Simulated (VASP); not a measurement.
A run of VASP 6.6.1 is set up as follows.

File POSCAR:

```
Ti
1.0
    0.0000000000      3.0588472670      3.0588472670
    3.0588472670      0.0000000000      3.0588472670
    3.0588472670      3.0588472670      0.0000000000
Ti
2
Direct
    0.1250000000      0.1250000000      0.1250000000
    0.8750000000      0.8750000000      0.8750000000
```

Contents of INCAR.step1:

```
  ALGO = Normal
  EDIFF = 1E-4
  ENCUT = 520
  GGA = PE
  ISMEAR = -1
  ISPIN = 2
  LASPH = T
  LCHARG = F
  LMAXMIX = 4
  LREAL = F
  LWAVE = T
  MAGMOM = 1 1
  NBANDS = 23
  NELM = 150
  PREC = Accurate
  SIGMA = 0.05
```

The input INCAR.step2:

```
  ALGO = Normal
  EDIFF = 1E-6
  ENCUT = 520
  ISIF = 2
  ISMEAR = -1
  ISPIN = 2
  ISTART = 1
  LASPH = T
  LCHARG = T
  LELF = T
  LMAXMIX = 4
  LMIXTAU = T
  LORBIT = 11
  LREAL = F
  LVHAR = T
  LWAVE = F
  MAGMOM = 1 1
  METAGGA = R2SCAN
  NBANDS = 23
  NELM = 150
  PREC = Accurate
  SIGMA = 0.05
```

Contents of KPOINTS:

```
k-points
0
Gamma
  10 10 10
```

Potentials or basis: VASP PAW PBE potentials, release 64 (Ti_sv).

The run is started by

```sh
$ cat potpaw_PBE.64/Ti_sv/POTCAR > POTCAR
$ cp INCAR.step1 INCAR
$ mpirun -np 1 vasp_std > vasp.out
$ cp INCAR.step2 INCAR
$ mpirun -np 1 vasp_std > vasp.out
```

What does it give for the site moments?

Ti +2.06 μB.

Estimate the pressure.

0.1 GPa.

Estimate the net moment.

5.54 μB per cell.

Caveat: the PAW data sets were made with another functional, which shifts forces and pressure a little.
